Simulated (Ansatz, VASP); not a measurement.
**One calculation of Br, two programs**

```
CELL_PARAMETERS angstrom
3.61701 -2.17038 0.15614
3.61701 2.17038 0.15614
0.40827 0.00000 8.89614
ATOMIC_POSITIONS crystal
Br 0.10517 0.83099 0.11279
Br 0.70751 0.35633 0.38721
Br 0.85633 0.20751 0.88721
Br 0.33099 0.60517 0.61279
```

Alike in both runs: task single point; functional PBE; k mesh 8 × 8 × 4; occupations gaussian, width 0.02 eV; no spin polarisation.

```csv
,VASP,Ansatz
version,VASP 6.6.1,Ansatz 0.2.0
potentials or method,"VASP PAW PBE potentials, release 64 (Br), cutoff 520 eV","scalar-relativistic, plane waves, PAW"
valence electrons in the cell,28,28
```

|  | VASP | Ansatz | Ansatz less VASP |
| --- | --- | --- | --- |
| gap on the k mesh at the Fermi level (eV) | 0.96 | 0.96 | -0.002 |
| least direct gap on the mesh (eV) | 1.17 | 1.16 | -0.002 |
| pressure (GPa) | -1.0 | -1.0 | -0.01 |
| traceless stress, the component that is largest in VASP (GPa) | -1.48 | -1.49 | -0.009 |
| rms of the force components (eV/Å) | 0.406 | 0.408 | +0.0018 |

Atom by atom the forces differ by 0.002 eV/Å (rms over components).
